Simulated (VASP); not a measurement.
Here is a VASP 6.6.1 calculation.

Contents of INCAR:

```
PREC = Accurate
ENCUT = 520
EDIFF = 1E-7
ISMEAR = -1
SIGMA = 0.02
LREAL = F
LASPH = T
NELM = 60
ALGO = Normal
ISIF = 2
LWAVE = F
LCHARG = T
GGA = PE
LELF = T
LVHAR = T
NBANDS = 36
```

Contents of KPOINTS:

```
Automatic mesh
0
Gamma
  8 8 8
```

The input POSCAR:

```
Ga3SbP2
1.0
   -2.0045871159      6.0132424778      2.8370117884
    2.0045871159     -6.0132424778      2.8370117884
    2.0045871159      6.0132424778     -2.8370117884
P Ga Sb
2 3 1
Direct
    0.3305712817     -0.0000629729      0.3306342546
    0.6693027724     -0.0000629729      0.6693657454
    0.5530536872      0.7326327982      0.8204208889
    0.9122119093      0.7326327982      0.1795791111
    0.2863350992      0.7863350992      0.5000000000
   -0.0014747497     -0.0014747497      0.0000000000
```

Potentials or basis: VASP PAW PBE potentials, release 64 (P, Ga_d, Sb).

The run is started by

```bash
$ cat potpaw_PBE.64/P/POTCAR potpaw_PBE.64/Ga_d/POTCAR potpaw_PBE.64/Sb/POTCAR > POTCAR
$ mpirun -np 1 vasp_std > vasp.out
```

(1) Estimate the band gap on the k mesh.

(2) Estimate the pressure.

Results:

(1) 0.64 eV.

(2) 2.3 GPa.

Caveat: spin-orbit coupling is left out, which moves the levels of the heavy elements.
